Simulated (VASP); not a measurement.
Here is a VASP 6.6.1 calculation.

The input INCAR:

```
ALGO = Normal
EDIFF = 1E-7
ENCUT = 520
GGA = PS
ISIF = 2
ISMEAR = 0
LASPH = True
LCHARG = False
LREAL = False
LWAVE = False
NBANDS = 12
NELM = 80
PREC = Accurate
SIGMA = 0.15
```

Contents of KPOINTS:

```
k-points
0
Gamma
  20 20 20
```

Contents of POSCAR:

```
Ag
1.0
   -1.6846279450      1.6556540000      1.6556540000
    1.6846279450     -1.6556540000      1.6556540000
    1.6846279450      1.6556540000     -1.6556540000
Ag
1
Direct
    0.0000000000      0.0000000000      0.0000000000
```

Potentials or basis: VASP PAW PBE potentials, release 64 (Ag).

Command:

```bash
$ cat potpaw_PBE.64/Ag/POTCAR > POTCAR
$ mpirun -np 1 vasp_std > vasp.out
```

Question: What does it give for the pressure?

Answer: -8.5 GPa.

Stress tensor (GPa, compression positive):
```
-8.24  0.00  0.00
 0.00 -8.59  0.00
 0.00  0.00 -8.59
```

Caveat: the cell differs from its parent crystal (strain +0.0175 x Voigt [1, 0, 0, 0, 0, 0]); the PAW data sets were made with another functional, which shifts forces and pressure a little.
